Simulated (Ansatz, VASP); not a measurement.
## Al2O3 in VASP and in Ansatz

Contents of INCAR:

```
SYSTEM = Al2O3
PREC = Accurate
ENCUT = 520
EDIFF = 1E-6
ISMEAR = 0
SIGMA = 0.05
LREAL = .FALSE.
LASPH = .TRUE.
NELM = 100
ALGO = Normal
ISIF = 2
LWAVE = .FALSE.
LCHARG = .FALSE.
GGA = PE
NBANDS = 35
```

KPOINTS

```
regular mesh
0
G
  6 6 6
  0 0 0
```

POSCAR

```
Al2O3
1.0
    2.3529178629      1.3584577615      4.5660724047
   -2.3529178629      1.3584577615      4.5660724047
    0.0000000000     -2.7169155230      4.5660724047
Al O
4 6
Direct
    0.8521293568      0.8521293568      0.8521293568
    0.6478706432      0.6478706432      0.6478706432
    0.1478706432      0.1478706432      0.1478706432
    0.3521293568      0.3521293568      0.3521293568
    0.0561574040      0.4438425960      0.7500000000
    0.7500000000      0.0561574040      0.4438425960
    0.4438425960      0.7500000000      0.0561574040
    0.9438425960      0.5561574040      0.2500000000
    0.2500000000      0.9438425960      0.5561574040
    0.5561574040      0.2500000000      0.9438425960
```

Input for Ansatz:

```yaml
crystal:
  lattice:
    - [2.3529178629, 1.3584577615, 4.5660724047]
    - [-2.3529178629, 1.3584577615, 4.5660724047]
    - [0.0, -2.716915523, 4.5660724047]
  atoms:
    - { symbol: Al, position: [0.8521293568, 0.8521293568, 0.8521293568] }
    - { symbol: Al, position: [0.6478706432, 0.6478706432, 0.6478706432] }
    - { symbol: Al, position: [0.1478706432, 0.1478706432, 0.1478706432] }
    - { symbol: Al, position: [0.3521293568, 0.3521293568, 0.3521293568] }
    - { symbol: O, position: [0.056157404, 0.443842596, 0.75] }
    - { symbol: O, position: [0.75, 0.056157404, 0.443842596] }
    - { symbol: O, position: [0.443842596, 0.75, 0.056157404] }
    - { symbol: O, position: [0.943842596, 0.556157404, 0.25] }
    - { symbol: O, position: [0.25, 0.943842596, 0.556157404] }
    - { symbol: O, position: [0.556157404, 0.25, 0.943842596] }
basis:
  ecutwfc: 520.0
kpoints:
  mp_grid: { grid: [6, 6, 6] }
hamiltonian:
  xc: pbe
  pseudopotentials: { kind: paw, azcp: { folder: soft_1 } }
scf:
  occupations: { method: gaussian, width: 0.05 }
output:
  forces: true
  stress: true
  eigenvalues: true
```

Alike in both runs: task single point; functional PBE; k mesh 6 × 6 × 6; occupations gaussian, width 0.05 eV; no spin polarisation.

|  | VASP | Ansatz |
| --- | --- | --- |
| version | VASP 6.6.1 | Ansatz 0.2.0 |
| potentials or method | VASP PAW PBE potentials, release 64 (Al, O), cutoff 520 eV | scalar-relativistic, plane waves, PAW |
| valence electrons in the cell | 48 | 48 |

VASP gave:

| Quantity | Value |
| --- | --- |
| gap on the k mesh at the Fermi level (eV) | 5.62 |
| least direct gap on the mesh (eV) | 5.62 |
| pressure (GPa) | 1.0 |
| traceless stress, the component that is largest in VASP (GPa) | -17.42 |
| rms of the force components (eV/Å) | 0.135 |

**Question.** What did Ansatz give for the same quantities?

**Answer.** gap on the k mesh at the Fermi level (eV): 5.63; least direct gap on the mesh (eV): 5.63; pressure (GPa): 1.0; traceless stress, the component that is largest in VASP (GPa): -17.39; rms of the force components (eV/Å): 0.136.

Atom by atom the forces differ by 0.001 eV/Å (rms over components).
